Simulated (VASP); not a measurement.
Here is a VASP 6.6.1 calculation.

The input INCAR:

```
SYSTEM = Be3Co
PREC = Accurate ; ENCUT = 520
EDIFF = 1E-7 ; ISMEAR = 1
SIGMA = 0.15 ; LREAL = .FALSE.
LASPH = .TRUE. ; NELM = 150
ALGO = Normal ; ISIF = 2
LWAVE = .FALSE. ; LCHARG = .FALSE.
ISPIN = 2 ; MAGMOM = 0 0 0.01 0.51
LORBIT = 11 ; NUPDOWN = 0.5
LMAXMIX = 4 ; NBANDS = 20
```

File KPOINTS:

```
regular mesh
0
G
  10 10 10
  0 0 0
```

File POSCAR:

```
Be3Co
1.0
   -1.5462136300      1.5462136300      3.4937730100
    1.5462136300     -1.5462136300      3.4937730100
    1.5462136300      1.5462136300     -3.4937730100
Be Co
3 1
Direct
    0.7499999993      0.2499999993      0.5000000000
    0.2499999993      0.7499999993      0.5000000000
    0.5000000000      0.5000000000      0.0000000000
    0.0000000000      0.0000000000      0.0000000000
```

Potentials or basis: VASP PAW LDA potentials, release 64 (Be, Co).

Run with:

```bash
$ cat potpaw_LDA.64/Be/POTCAR potpaw_LDA.64/Co/POTCAR > POTCAR
$ mpirun -np 1 vasp_std > vasp.out
```

Task: Predict the pressure.

Result: -9.3 GPa.

Stress tensor (GPa, compression positive):
```
-9.22  0.00  0.00
 0.00 -9.22  0.00
 0.00  0.00 -9.50
```

Caveat: the total moment is fixed, so each spin has its own Fermi level.
